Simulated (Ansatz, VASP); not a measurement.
**NaF in VASP and in Ansatz**

```xyz
4
Lattice="3.2549 0.0000 0.0000 -1.6274 2.8188 0.0000 0.0000 0.0000 5.6957" Properties=species:S:1:pos:R:3 pbc="T T T"
Na    0.0000    0.0000    0.0000
Na    0.0000    0.0000    2.8479
F     0.0000    1.8792    1.4239
F     1.6274    0.9396    4.2718
```

Change from the starting cell: ordered vacancies on the anion sites of cadmium iodide (P-3m1, No. 164).

Alike in both runs: functional PBE; k mesh 18 × 18 × 4; occupations gaussian, width 0.1 eV; collinear spin.

Ansatz relaxed the structure, and its values are those at the end. VASP's run is a single point on that final structure, the one shown.

|  | VASP | Ansatz |
| --- | --- | --- |
| version | VASP 6.6.1 | Ansatz 0.2.0 |
| potentials or method | VASP PAW PBE potentials, release 64 (Na_pv, F), cutoff 520 eV | scalar-relativistic, plane waves, PAW |
| valence electrons in the cell | 28 | 32 |

VASP gave:

* gap on the k mesh at the Fermi level (eV): 5.97
* least direct gap on the mesh (eV): 5.97
* pressure (GPa): -0.2
* net moment per atom (μB): 0.00

Q: Which values does Ansatz return?

A: gap on the k mesh at the Fermi level (eV): 5.98; least direct gap on the mesh (eV): 5.98; pressure (GPa): 0.0; net moment per atom (μB): 0.00.

VASP's potentials hold 28 valence electrons a cell and Ansatz's 32, so a difference there can come from the potentials and not from the codes. Ansatz's warnings: seeded moment not kept.
